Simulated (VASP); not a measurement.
Wanted: the native input for a VASP 6.6.1 run.

| Quantity | Value |
| --- | --- |
| Task | single point |
| Functional | PBE |
| Potentials or basis | VASP PAW PBE potentials, release 64 (Na_pv, H) |
| Cutoff | 520 eV |
| k mesh | 6 × 6 × 6 |
| Occupations | gaussian, width 0.01 eV |
| Spin | no spin polarisation |
| Dipole correction | no |
| Further INCAR settings | ALGO = Normal; EDIFF = 1e-07; NBANDS = 11 |

The structure of NaH lies in POSCAR:

```
NaH
1.0
    0.0000000000      2.3975122873      2.3975122873
    2.3975122873      0.0000000000      2.3975122873
    2.3975122873      2.3975122873      0.0000000000
Na H
1 1
Direct
    0.0000000000      0.0000000000      0.0000000000
    0.5000000000      0.5000000000      0.5000000000
```

These files were run (other wordings do the same):

INCAR

```
SYSTEM = NaH
PREC = Accurate
ENCUT = 520
EDIFF = 1E-7
ISMEAR = 0
SIGMA = 0.01
LREAL = .FALSE.
LASPH = .TRUE.
NELM = 80
ALGO = Normal
ISIF = 2
LWAVE = .FALSE.
LCHARG = .TRUE.
GGA = PE
LELF = .TRUE.
LVHAR = .TRUE.
NBANDS = 11
```

KPOINTS

```
Automatic mesh
0
G
  6 6 6
  0 0 0
```

Potentials or basis: VASP PAW PBE potentials, release 64 (Na_pv, H).

Launch:

```console
$ cat potpaw_PBE.64/Na_pv/POTCAR potpaw_PBE.64/H/POTCAR > POTCAR
$ mpirun -np 1 vasp_std > vasp.out
```

Results of the run:

- Pressure: 0.5 GPa
- Band gap on the k mesh: 3.85 eV, indirect (least direct gap 4.67 eV)

It took 6 s on 1 thread of Intel(R) Xeon(R) 6975P-C (Granite Rapids), with other jobs on the host, peak memory 0.14 GiB.
